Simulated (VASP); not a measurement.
Wanted: the native input for a VASP 6.6.1 run.

```
Task                   : single point
Functional             : PBE
Potentials or basis    : VASP PAW PBE potentials, release 64 (Na_pv, F)
Cutoff                 : 600 eV
k mesh                 : 8 × 8 × 8
Occupations            : fermi-dirac, width 0.1 eV
Spin                   : no spin polarisation
Dipole correction      : no
Further INCAR settings : ALGO = Normal; EDIFF = 1e-06; NBANDS = 14
```

The structure of NaF lies in POSCAR:

```
NaF
1.0
    0.0000000000      2.4018293478      2.4018293478
    2.4018293478      0.0000000000      2.4018293478
    2.4018293478      2.4018293478      0.0000000000
Na F
1 1
Direct
    0.0000000000      0.0000000000      0.0000000000
    0.5000000000      0.5000000000      0.5000000000
```

The input as run:

INCAR

```
SYSTEM = NaF
PREC = Accurate ; ENCUT = 600
EDIFF = 1E-6 ; ISMEAR = -1
SIGMA = 0.1 ; LREAL = .FALSE.
LASPH = .TRUE. ; NELM = 120
ALGO = Normal ; ISIF = 2
LWAVE = .FALSE. ; LCHARG = .TRUE.
GGA = PE ; LELF = .TRUE.
LVHAR = .TRUE. ; NBANDS = 14
GGA_COMPAT = .FALSE.
```

KPOINTS

```
Automatic mesh
0
G
  8 8 8
  0 0 0
```

Potentials or basis: VASP PAW PBE potentials, release 64 (Na_pv, F).

Launch:

```sh
$ cat potpaw_PBE.64/Na_pv/POTCAR potpaw_PBE.64/F/POTCAR > POTCAR
$ mpirun -np 1 vasp_std > vasp.out
```

It gave:

| Quantity | Value |
| --- | --- |
| Pressure | -2.8 GPa |
| Band gap on the k mesh | 5.76 eV |

Wall time 7.1 s on 1 thread of AMD EPYC 9R45 96-Core Processor (Zen 5), with other jobs on the host, peak memory 0.12 GiB.
